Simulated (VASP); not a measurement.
MgO:

```
Mg O
1.0
     0.00000    2.44686    2.44686
     2.44686    0.00000    2.44686
     2.44686    2.44686    0.00000
Mg O
1 1
Direct
  0.00000 0.00000 0.00000
  0.75000 0.75000 0.75000
```

| Property | Result |
| --- | --- |
| Program | VASP 6.6.1 |
| Task | relaxation of cell and atoms |
| Functional | PBE |
| Potentials or basis | VASP PAW PBE potentials, release 64 (Mg, O) |
| Cutoff | 600 eV |
| k mesh | 6 × 6 × 6 |
| Occupations | gaussian, width 0.1 eV |
| Spin | no spin polarisation |

At the start: pressure -14.6 GPa; volume 14.65 Å³/atom.

Q: Where does the relaxation end?

A: Over 3 steps the energy falls by 131.0 meV/atom and the volume is 12.19 Å³/atom (-16.8 %); space group F-43m (No. 216, to 0.05 Å).

The path:
```tsv
step	energy change (eV)	largest force (eV/Å)	pressure (GPa)	volume (Å³)
1	0.0000	0.0000	-14.64	29.30
2	-0.2593	0.0000	2.11	23.98
3	-0.2620	0.0000	0.06	24.39
```

Final structure:
```cif
data_structure
_symmetry_space_group_name_H-M 'P 1'
_symmetry_Int_Tables_number 1
_cell_length_a 3.2552
_cell_length_b 3.2552
_cell_length_c 3.2552
_cell_angle_alpha 60.000
_cell_angle_beta 60.000
_cell_angle_gamma 60.000
_cell_volume 24.39
loop_
_atom_site_label
_atom_site_type_symbol
_atom_site_fract_x
_atom_site_fract_y
_atom_site_fract_z
_atom_site_occupancy
Mg1 Mg 0.00000 0.00000 0.00000 1
O1 O 0.75000 0.75000 0.75000 1
```

Caveat: the volume moved by over 15 % at a fixed basis, so the end points are rough.
